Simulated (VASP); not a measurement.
Here is a VASP 6.6.1 calculation.

File INCAR:

```
PREC = Accurate
ENCUT = 430
EDIFF = 1E-8
ISMEAR = -1
SIGMA = 0.05
LREAL = False
LASPH = True
NELM = 120
ALGO = Normal
ISIF = 2
LWAVE = False
LCHARG = False
GGA = PE
LEFG = True
NBANDS = 19
GGA_COMPAT = False
```

KPOINTS

```
Automatic mesh
0
Gamma
  9 9 9
```

File POSCAR:

```
Al2Pt
1.0
    0.0000000000      2.9550000000      2.9550000000
    2.9550000000      0.0000000000      2.9550000000
    2.9550000000      2.9550000000      0.0000000000
Al Pt
2 1
Direct
    0.2050000000      0.2050000000      0.2050000000
    0.7500000000      0.7500000000      0.7500000000
    0.0450000000      0.0450000000      0.0450000000
```

Potentials or basis: VASP PAW PBE potentials, release 64 (Al, Pt_sv_GW).

Launch:

```console
$ cat potpaw_PBE.64/Al/POTCAR potpaw_PBE.64/Pt_sv_GW/POTCAR > POTCAR
$ mpirun -np 1 vasp_std > vasp.out
```

Problem. What does it give for the pressure?

Solution. 66.2 GPa.

Problem. Estimate the band gap on the k mesh.

Solution. Zero (band 12 reaches 11.26 eV, above the bottom of band 13 at 6.66 eV).

Problem. Predict the largest force.

Solution. 37.899 eV/Å.

Electric field gradients, principal values (V/Å²):
```
atom     least    middle  greatest (by size)
1 Al    35.406    35.406             -70.812
2 Al   -19.869   -19.869              39.738
3 Pt  -171.720  -171.720             343.440
```

Caveat: the cell differs from its parent crystal (shortest bond scaled by 0.64); without QUAD_EFG the Cq values of the log hold for a quadrupole moment of 1 mb, not for the nuclei; spin-orbit coupling is left out, which moves the levels of the heavy elements; forces of over 1 eV/Å act on the atoms, so gaps and moduli don't describe the material at rest.
